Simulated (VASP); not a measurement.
The system is SnO2.

```
Sn O
1.0
     0.00000    2.53347    2.53347
     2.53347    0.00000    2.53347
     2.53347    2.53347    0.00000
Sn O
1 2
Direct
  0.00000 0.00000 0.00000
  0.25000 0.25000 0.25000
  0.75000 0.75000 0.75000
```

Base run:

- Program: VASP 6.6.1
- Functional: PBE
- Potentials or basis: VASP PAW PBE potentials, release 64 (Sn_d, O)
- Cutoff: 520 eV
- k mesh: 8 × 8 × 8
- Occupations: gaussian, width 0.01 eV
- Spin: no spin polarisation

Its results: band gap on the k mesh 0.28 eV, indirect (least direct gap 1.68 eV); pressure 10.0 GPa.

**Question.** The run is repeated on the same cell with these changes: functional from PBE to r2SCAN. What comes out?

**Answer.** Band gap on the k mesh 0.86 eV, indirect (least direct gap 2.29 eV); pressure 1.4 GPa.

r2SCAN gives the wider gap, since meta-GGAs in the generalised Kohn-Sham scheme recover part of the derivative discontinuity.

Caveats: spin-orbit coupling is left out, which moves the levels of the heavy elements; the PAW data sets were made with another functional, which shifts forces and pressure a little (some runs).

A k mesh can miss the band edges.
